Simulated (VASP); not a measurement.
Input of a VASP 6.6.1 run:

The input INCAR:

```
SYSTEM = Sn3S5
ALGO = Normal ; EDIFF = 1E-6
ENCUT = 520 ; GGA = PE
ISIF = 2 ; ISMEAR = 0
LASPH = .True. ; LCHARG = .False.
LREAL = .False. ; LWAVE = .False.
NBANDS = 46 ; NELM = 80
PREC = Accurate ; SIGMA = 0.2
```

Contents of KPOINTS:

```
k-points
0
Gamma
  3 3 3
  0 0 0
```

The input POSCAR:

```
Sn3S5
1.0
    4.0030656430      2.3111710252      3.3279916913
   -4.0030656430      2.3111710252      3.3279916913
    0.0000000000     -4.6223420544      3.3279916885
Sn S
3 5
Direct
    0.5000000000      0.5000000000      0.0000000000
    0.0000000000      0.5000000000      0.5000000000
    0.5000000000      0.0000000000      0.5000000000
    0.0000000000      0.0000000000      0.5000000000
    0.5000000000      0.0000000000      0.0000000000
    0.0000000000      0.5000000000      0.0000000000
    0.0000000000      0.0000000000      0.0000000000
    0.5000000000      0.5000000000      0.5000000000
```

Potentials or basis: VASP PAW PBE potentials, release 64 (Sn_d, S).

Run with:

```sh
$ cat potpaw_PBE.64/Sn_d/POTCAR potpaw_PBE.64/S/POTCAR > POTCAR
$ mpirun -np 1 vasp_std > vasp.out
```

(1) Predict the band gap on the k mesh.

(2) Estimate the pressure.

Results:

(1) zero (band 36 reaches 7.71 eV, above the bottom of band 37 at 5.76 eV).

(2) -0.2 GPa.

Caveat: the k points lie up to 0.37 Å⁻¹ apart; spin-orbit coupling is left out, which moves the levels of the heavy elements.
